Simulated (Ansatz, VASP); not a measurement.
## Two plane-wave programs on Si

The input INCAR:

```
PREC = Accurate ; ENCUT = 520
EDIFF = 1E-6 ; ISMEAR = -1
SIGMA = 0.1 ; LREAL = False
LASPH = True ; NELM = 80
ALGO = Normal ; ISIF = 2
LWAVE = False ; LCHARG = False
GGA = PE ; NBANDS = 11
```

Contents of KPOINTS:

```
Automatic mesh
0
Gamma
  8 8 8
```

Contents of POSCAR:

```
Si
1.0
    0.0000000000      2.7185000000      2.7185000000
    2.7185000000      0.0000000000      2.7185000000
    2.7185000000      2.7185000000      0.0000000000
Si
2
Direct
    0.5000000000      0.5000000000      0.5000000000
    0.7500000000      0.7500000000      0.7500000000
```

Input for Ansatz:

```yaml
crystal:
  lattice:
    - [0.0, 2.7185, 2.7185]
    - [2.7185, 0.0, 2.7185]
    - [2.7185, 2.7185, 0.0]
  atoms:
    - { symbol: Si, position: [0.5, 0.5, 0.5] }
    - { symbol: Si, position: [0.75, 0.75, 0.75] }
hamiltonian:
  xc: pbe
  pseudopotentials: { kind: paw }
basis:
  ecutwfc: 420
kpoints:
  mp_grid: { grid: [8, 8, 8] }
scf:
  occupations: { method: fermi_dirac, width: 0.1 }
  lower_state_search: "off"
output:
  forces: true
  stress: true
  write_density: true
  write_potential: true
  elf: true
  volumetric_format: npy
```

Alike in both runs: task single point; functional PBE; k mesh 8 × 8 × 8; occupations fermi-dirac, width 0.1 eV; no spin polarisation.

```csv
,VASP,Ansatz
version,VASP 6.6.1,Ansatz 0.2.0
potentials or method,"VASP PAW PBE potentials, release 64 (Si), cutoff 520 eV","PAW, plane waves, scalar-relativistic"
valence electrons in the cell,8,8
```

|  | VASP | Ansatz | Ansatz less VASP |
| --- | --- | --- | --- |
| pressure (GPa) | 1.6 | 1.7 | +0.08 |
